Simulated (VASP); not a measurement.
AlCo3: single point with r2SCAN

AlCo3:

```xyz
4
Lattice="3.5749 0.0000 0.0000 0.0000 3.5749 0.0000 0.0000 0.0000 3.5749" Properties=species:S:1:pos:R:3 pbc="T T T"
Al    0.0000    0.0000    0.0000
Co    1.7875    1.7875    0.0000
Co    1.7875    0.0000    1.7875
Co    0.0000    1.7875    1.7875
```

```json
{
  "Program": "VASP 6.6.1",
  "Task": "single point",
  "Functional": "r2SCAN",
  "Potentials or basis": "VASP PAW PBE potentials, release 64 (Al, Co)",
  "Cutoff": "520 eV",
  "k mesh": "12 × 12 × 12",
  "Occupations": "gaussian, width 0.05 eV",
  "Spin": "collinear spin, ferromagnetic start",
  "Starting moments": "[0.0, 1.76, 1.76, 1.76] μB",
  "Dipole correction": "no",
  "Further INCAR settings": "ALGO = Normal; EDIFF = 1e-06; NBANDS = 27"
}
```

* Pressure: 1.3 GPa
* Net moment: 4.49 μB per cell
* Site moments: Al -0.04; Co +1.57 μB
* Valence electrons inside the program's atomic spheres: Al 0.84; Co 8.32

Levels at points of the mesh, in eV from the Fermi level:
Spin up:
| k point | band 14 | band 15 | band 16 | band 17 | band 18 | band 19 | band 20 | band 21 |
| --- | --- | --- | --- | --- | --- | --- | --- | --- |
| (0.00, 0.00, 0.00) | -0.90 | -0.90 | -0.90 | 0.32 | 0.32 | 0.32 | 6.23 | 6.23 |
| (0.50, 0.00, 0.00) | -2.31 | -2.11 | -2.11 | -0.90 | 5.22 | 5.22 | 5.23 | 5.23 |
| (0.50, 0.50, 0.00) | -2.65 | -1.91 | -1.76 | -1.24 | -0.06 | -0.06 | 7.93 | 7.93 |
| (0.50, 0.50, 0.50) | -1.88 | -1.88 | -1.31 | -1.31 | -1.31 | -0.89 | 3.19 | 3.74 |
Spin down:
| k point | band 9 | band 10 | band 11 | band 12 | band 13 | band 14 | band 15 | band 16 | band 17 | band 18 |
| --- | --- | --- | --- | --- | --- | --- | --- | --- | --- | --- |
| (0.00, 0.00, 0.00) | -1.09 | -1.09 | 0.31 | 0.31 | 0.31 | 0.52 | 0.52 | 0.52 | 1.47 | 1.47 |
| (0.50, 0.00, 0.00) | -1.76 | -1.62 | -0.89 | -0.89 | -0.19 | 0.50 | 0.52 | 0.77 | 1.55 | 5.61 |
| (0.50, 0.50, 0.00) | -1.88 | -1.88 | -0.58 | -0.57 | -0.43 | 0.20 | 0.34 | 0.45 | 0.45 | 2.11 |
| (0.50, 0.50, 0.50) | -1.30 | -1.30 | -1.08 | -0.72 | -0.72 | 0.43 | 0.43 | 0.43 | 1.17 | 1.17 |

It took 11 min on 1 thread of Intel(R) Xeon(R) Platinum 8259CL CPU @ 2.50GHz (Skylake/Cascade Lake), on a shared host, peak memory 0.28 GiB.

Caveat: the PAW data sets were made with another functional, which shifts forces and pressure a little.
